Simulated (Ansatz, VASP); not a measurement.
## One calculation of V3H2, two programs

```
CELL_PARAMETERS angstrom
2.82908 0.00000 0.00000
-1.41454 2.45005 0.00000
0.00000 0.00000 6.43737
ATOMIC_POSITIONS crystal
V 0.00000 0.00000 0.00000
V 0.33333 0.66667 0.65689
V 0.66667 0.33333 0.34311
H 0.33333 0.66667 0.16617
H 0.66667 0.33333 0.83383
```

Alike in both runs: functional PBE; k mesh 6 × 6 × 4; occupations gaussian, width 0.1 eV; no spin polarisation.

Ansatz relaxed the structure, and its values are those at the end. VASP's run is a single point on that final structure, the one shown.

|  | VASP | Ansatz |
| --- | --- | --- |
| version | VASP 6.6.1 | Ansatz 0.2.0 |
| potentials or method | VASP PAW PBE potentials, release 64 (V_sv, H), cutoff 520 eV | scalar-relativistic, plane waves, PAW |
| valence electrons in the cell | 41 | 41 |

```tsv
	VASP	Ansatz	Ansatz less VASP
gap on the k mesh at the Fermi level (eV)	none	none	-
pressure (GPa)	0.1	0.0	-0.12
rms of the force components (eV/Å)	0.012	0.011	-0.0005
```

A gap of «none» marks a metal or a gap that the smearing closes. With one functional, cell and mesh, what is left measures potentials, basis and numerics.

The k mesh is coarse, so the values compare programs but aren't converged.
